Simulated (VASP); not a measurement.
# SrO (Fm-3m) in VASP: settings compared

SrO is run at these levels: PBE, PBEsol; tasks: dielectric tensor, elastic constants.

Program: VASP 6.6.1. These are calculated values, not measurements. Logs are shortened: lines on timing, memory, paths and dates and some standing lists are left out, and cuts for length are marked.

### Step 1. The cell of the first run

The structure is cubic, space group Fm-3m (No. 225). The conventional cell has a = 5.133 Å, b = 5.133 Å, c = 5.133 Å, α = 90.00°, β = 90.00°, γ = 90.00°. Sr (site symmetry m-3m) has 6 O at 2.57 Å within 3.4 Å. O (site symmetry m-3m) has 6 Sr at 2.57 Å within 3.4 Å.

### Step 2. Dielectric tensor, PBE

Contents of INCAR:

```
ALGO = Normal
EDIFF = 1E-8
ENCUT = 520
GGA = PE
ISIF = 2
ISMEAR = 0
LASPH = True
LCHARG = False
LEPSILON = True
LREAL = False
LWAVE = False
NELM = 80
PREC = Accurate
SIGMA = 0.01
```

Contents of KPOINTS:

```
k-points
0
Gamma
  9 9 9
```

Contents of POSCAR:

```
SrO
1.0
    0.0000000000      2.5663000000      2.5663000000
    2.5663000000      0.0000000000      2.5663000000
    2.5663000000      2.5663000000      0.0000000000
Sr O
1 1
Direct
    0.5000000000      0.5000000000      0.5000000000
    0.0000000000      0.0000000000      0.0000000000
```

Potentials or basis: VASP PAW PBE potentials, release 64 (Sr_sv, O).

Launch:

```sh
cat potpaw_PBE.64/Sr_sv/POTCAR potpaw_PBE.64/O/POTCAR > POTCAR
mpirun -np 1 vasp_std > vasp.out
```

OUTCAR:

```text
EDIFF = 1E-8
   ENCUT = 520
   GGA = PE
   ISIF = 2
   ISMEAR = 0
   LASPH = True
   LEPSILON = True
   LREAL = False
   NELM = 80
   PREC = Accurate

 ion  position               nearest neighbor table
   1  0.500  0.500  0.500-   2 2.57   2 2.57   2 2.57   2 2.57   2 2.57   2 2.57
   2  0.000  0.000  0.000-   1 2.57   1 2.57   1 2.57   1 2.57   1 2.57   1 2.57

  LATTYP: Found a face centered cubic cell.
 ALAT       =     5.1326000000

  Lattice vectors:

 A1 = (   0.0000000000,   2.5663000000,   2.5663000000)
 A2 = (   2.5663000000,   0.0000000000,   2.5663000000)
 A3 = (   2.5663000000,   2.5663000000,   0.0000000000)

Analysis of symmetry for initial positions (statically):
=====================================================================
 Subroutine PRICEL returns:
 Original cell was already a primitive cell.

 Routine SETGRP: Setting up the symmetry group for a
 face centered cubic supercell.

 Subroutine GETGRP returns: Found 48 space group operations
[... 9 lines left out ...]

 Routine SETGRP: Setting up the symmetry group for a
 face centered cubic supercell.

 Subroutine GETGRP returns: Found 48 space group operations
[... 11 lines left out ...]
                                     Primitive cell

  volume of cell :      33.8028

  direct lattice vectors                    reciprocal lattice vectors
     0.000000000  2.566300000  2.566300000    -0.194833028  0.194833028  0.194833028
     2.566300000  0.000000000  2.566300000     0.194833028 -0.194833028  0.194833028
     2.566300000  2.566300000  0.000000000     0.194833028  0.194833028 -0.194833028

  length of vectors
     3.629296265  3.629296265  3.629296265     0.337460704  0.337460704  0.337460704

  position of ions in fractional coordinates (direct lattice)
     0.500000000  0.500000000  0.500000000
     0.000000000  0.000000000  0.000000000

  ion indices of the primitive-cell ions
   primitive index   ion index
                 1           1
                 2           2

----------------------------------------------------------------------------------------

[... 491 lines left out ...]
  volume of cell :       33.80
      direct lattice vectors                 reciprocal lattice vectors
     0.000000000  2.566300000  2.566300000    -0.194833028  0.194833028  0.194833028
     2.566300000  0.000000000  2.566300000     0.194833028 -0.194833028  0.194833028
     2.566300000  2.566300000  0.000000000     0.194833028  0.194833028 -0.194833028

 POSITION                                       TOTAL-FORCE (eV/Angst)
 -----------------------------------------------------------------------------------
      2.56630      2.56630      2.56630         0.000000     -0.000000      0.000000
      0.00000      0.00000      0.00000        -0.000000      0.000000     -0.000000
 -----------------------------------------------------------------------------------
    total drift:                                0.000000      0.000000      0.000000

  FREE ENERGIE OF THE ION-ELECTRON SYSTEM (eV)
  ---------------------------------------------------
  free  energy   TOTEN  =       -12.0370185678 eV

  energy  without entropy=      -12.0370185678  energy(sigma->0) =      -12.03701857

 HEAD OF MICROSCOPIC STATIC DIELECTRIC TENSOR (INDEPENDENT PARTICLE, excluding Hartree and local field effects)
 ------------------------------------------------------
           3.965525     0.000000     0.000000
           0.000000     3.965525     0.000000
          -0.000000    -0.000000     3.965525
 ------------------------------------------------------

 Free energy of the ion-electron system (eV)
  ---------------------------------------------------
  ---------------------------------------------------
  free energy    TOTEN  =        -0.29067010 eV

  energy without entropy =       -0.29067010

------------------------ aborting loop because EDIFF is reached ----------------------------------------

--------------------------------------- Ionic step        2  -------------------------------------------

------------------------ aborting loop because EDIFF is reached ----------------------------------------

--------------------------------------- Ionic step        3  -------------------------------------------

 Free energy of the ion-electron system (eV)
  ---------------------------------------------------
  ---------------------------------------------------
  free energy    TOTEN  =        -0.29067016 eV

  energy without entropy =       -0.29067016

------------------------ aborting loop because EDIFF is reached ----------------------------------------

 PIEZOELECTRIC TENSOR FIELD DIRECTION 3  (e Angst)
 -----------------------------------------------------------------------------
    -0.00001  0.00000  0.00000           ( -0.00001  0.00000  0.00000)
     0.00000 -0.00001  0.00000           (  0.00000 -0.00001  0.00000)
     0.00000 -0.00000 -0.00061           (  0.00000  0.00000 -0.00001)

 PIEZOELECTRIC TENSOR FIELD DIRECTION 3  (C/m^2)
 -----------------------------------------------------------------------------
    -0.00000  0.00000  0.00000
     0.00000 -0.00000  0.00000
     0.00000 -0.00000 -0.00029

 MACROSCOPIC STATIC DIELECTRIC TENSOR (including local field effects in DFT)
 ------------------------------------------------------
           3.819901    -0.000000     0.000000
           0.000000     3.819901     0.000000
          -0.000000    -0.000000     3.819901
 ------------------------------------------------------

 PIEZOELECTRIC TENSOR (including local field effects)  for field in x, y, z        (e  Angst)
          XX          YY          ZZ          XY          YZ          ZX
  --------------------------------------------------------------------------------
  x     0.00000     0.00000     0.00000     0.00000     0.00000     0.00000
  y     0.00000     0.00000     0.00000     0.00000     0.00000     0.00000
  z     0.00000     0.00000     0.00000     0.00000     0.00000     0.00000

 PIEZOELECTRIC TENSOR (including local field effects)  for field in x, y, z        (C/m^2)
          XX          YY          ZZ          XY          YZ          ZX
  --------------------------------------------------------------------------------
  x     0.00000     0.00000     0.00000     0.00000     0.00000     0.00000
  y     0.00000     0.00000     0.00000     0.00000     0.00000     0.00000
  z     0.00000     0.00000     0.00000     0.00000     0.00000     0.00000

 BORN EFFECTIVE CHARGES (including local field effects) (in |e|, cummulative output)
 ---------------------------------------------------------------------------------
 ion    1
    1     2.46052     0.00000     0.00000
    2     0.00000     2.46052     0.00000
    3     0.00000     0.00000     2.46052
 ion    2
    1    -2.46052     0.00000     0.00000
    2     0.00000    -2.46052     0.00000
    3     0.00000     0.00000    -2.46052
```

stdout:

```text
POSCAR found type information on POSCAR SrO
 POSCAR found :  2 types and       2 ions
 scaLAPACK will be used
 LDA part: xc-table for (Slater+PW92), standard interpolation
 POSCAR, INCAR and KPOINTS ok, starting setup
 FFT: planning ... GRIDC
 FFT: planning ... GRID_SOFT
 FFT: planning ... GRID
 WAVECAR not read
 entering main loop
 Linear response reoptimize wavefunctions to high precision
 Linear response G [H, r] |phi>, progress :
  Direction:   1
 Linear response G [H, r] |phi>, progress :
  Direction:   2
 Linear response G [H, r] |phi>, progress :
  Direction:   3
 Linear response to external field (no local field effect), progress :
  Direction:   1
 dielectric tensor                  component  1 :     4.800     0.374     0.149
 Linear response to external field (no local field effect), progress :
  Direction:   2
 dielectric tensor                  component  2 :     0.374     3.674    -0.167
 Linear response to external field (no local field effect), progress :
  Direction:   3
 dielectric tensor                  component  3 :     0.149    -0.167     3.423
 Linear response to external field, progress :
  Direction:   1
 dielectric tensor                  component  1 :     3.820     0.235     0.082
 Linear response to external field, progress :
  Direction:   2
 dielectric tensor                  component  2 :     0.180     3.820    -0.010
 Linear response to external field, progress :
  Direction:   3
 dielectric tensor                  component  3 :     0.025     0.146     3.820
 Born effective charges drift removed
```

It took 2.7 min on 1 thread of Intel Xeon 6975P-C (Granite Rapids), shared host; peak memory 0.24 GiB.

What came out:

- Band gap on the k mesh: 3.32 eV, indirect (least direct gap 3.41 eV)
- Electronic dielectric tensor (diagonal): 3.82
- Born charges (mean of the diagonal): Sr +2.46; O -2.46 e

Levels at points of the mesh, in eV from the valence-band top:
| k point | band 5 | band 6 | band 7 | band 8 | band 9 | band 10 | band 11 | band 12 |
| --- | --- | --- | --- | --- | --- | --- | --- | --- |
| (0.00, 0.00, 0.00) | -14.00 | 0.00 | 0.00 | 0.00 | 4.02 | 6.22 | 6.22 | 6.22 |

Electronic dielectric tensor:
```
3.82 0.00 0.00
0.00 3.82 0.00
0.00 0.00 3.82
```

Born effective charge tensors (e):
atom 1, Sr
```
2.46 0.00 0.00
0.00 2.46 0.00
0.00 0.00 2.46
```
atom 2, O
```
-2.46  0.00  0.00
 0.00 -2.46  0.00
 0.00  0.00 -2.46
```

[end of part 1 of 2]
